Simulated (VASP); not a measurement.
The system is CoO.

```xyz
2
Lattice="1.6128 0.9312 2.5835 -1.6128 0.9312 2.5835 0.0000 -1.8623 2.5835" Properties=species:S:1:pos:R:3 pbc="T T T"
Co    0.0000    0.0000    7.7425
O     0.0000    0.0000    5.8207
```

Base run:

```yaml
Program: VASP 6.6.1
Functional: PBEsol
Potentials_or_basis: VASP PAW PBE potentials, release 64 (Co_sv, O)
Cutoff: 600 eV
k_mesh: 10 × 10 × 10
Occupations: fermi-dirac, width 0.05 eV
Spin: collinear spin, ferromagnetic start
Starting_moments: "[2.0, 0.0] μB"
```

Its results: pressure -11.7 GPa; net moment 2.85 μB per cell; site moments Co +2.38; O +0.32 μB; largest force 0.198 eV/Å.

Question: The run is repeated on the same cell with these changes: potentials or basis from VASP PAW PBE potentials, release 64 (Co_sv, O) to VASP PAW PBE potentials, release 64 (Co, O); cutoff from 600 eV to 520 eV; further incar settings from ALGO = Normal; EDIFF = 1e-06; NBANDS = 22 to ALGO = Normal; EDIFF = 1e-06; NBANDS = 18; valence electrons from 23 to 15. What comes out?

Answer: Pressure -10.2 GPa; net moment 2.83 μB per cell; site moments Co +2.43; O +0.32 μB; largest force 0.200 eV/Å.

Caveats: the PAW data sets were made with another functional, which shifts forces and pressure a little; a cell with one magnetic atom can't hold antiferromagnetic order, which such compounds often take.
